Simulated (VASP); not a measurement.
The system is TaSi2.

```
Ta Si
1.0
     4.78000    0.00000    0.00000
    -2.39000    4.13960    0.00000
     0.00000    0.00000    6.56400
Ta Si
3 6
Direct
  0.00000 0.50000 0.16667
  0.50000 0.50000 0.83333
  0.50000 0.00000 0.50000
  0.33330 0.16665 0.16667
  0.16665 0.83335 0.83333
  0.83335 0.66670 0.50000
  0.66670 0.83335 0.16667
  0.83335 0.16665 0.83333
  0.16665 0.33330 0.50000
```

```yaml
Program: VASP 6.6.1
Task: relaxation of cell and atoms
Functional: LDA
Potentials_or_basis: VASP PAW LDA potentials, release 64 (Ta_pv, Si)
Cutoff: 600 eV
k_mesh: 5 × 5 × 3
Occupations: fermi-dirac, width 0.05 eV
Spin: no spin polarisation
```

At the start: pressure -4.0 GPa; volume 14.43 Å³/atom.

How do energy, volume and symmetry change on relaxing?

Over 10 steps the energy falls by 20.2 meV/atom and the volume is 14.10 Å³/atom (-2.3 %); space group P6_222 (No. 180, to 0.1 Å) before and after.

Step by step:
```tsv
step	energy change (eV)	largest force (eV/Å)	pressure (GPa)	volume (Å³)
1	0.0000	0.7177	-4.02	129.88
2	-0.0803	0.3672	6.38	123.20
3	-0.1102	0.5074	2.58	125.41
4	-0.1720	0.0154	0.30	126.56
5	-0.1724	0.0256	0.45	126.48
6	-0.1808	0.0227	-0.50	127.22
7	-0.1808	0.0230	-0.47	127.19
8	-0.1806	0.0141	0.56	126.60
9	-0.1813	0.0190	0.00	126.92
10	-0.1814	0.0066	0.01	126.90
```

Final structure:
```
CELL_PARAMETERS angstrom
4.74526 0.00000 0.00000
-2.37263 4.10952 0.00000
0.00000 0.00000 6.50748
ATOMIC_POSITIONS crystal
Ta 0.00000 0.50000 0.16667
Ta 0.50000 0.50000 0.83333
Ta 0.50000 0.00000 0.50000
Si 0.31825 0.15912 0.16667
Si 0.15912 0.84088 0.83333
Si 0.84088 0.68175 0.50000
Si 0.68175 0.84088 0.16667
Si 0.84088 0.15912 0.83333
Si 0.15912 0.31825 0.50000
```
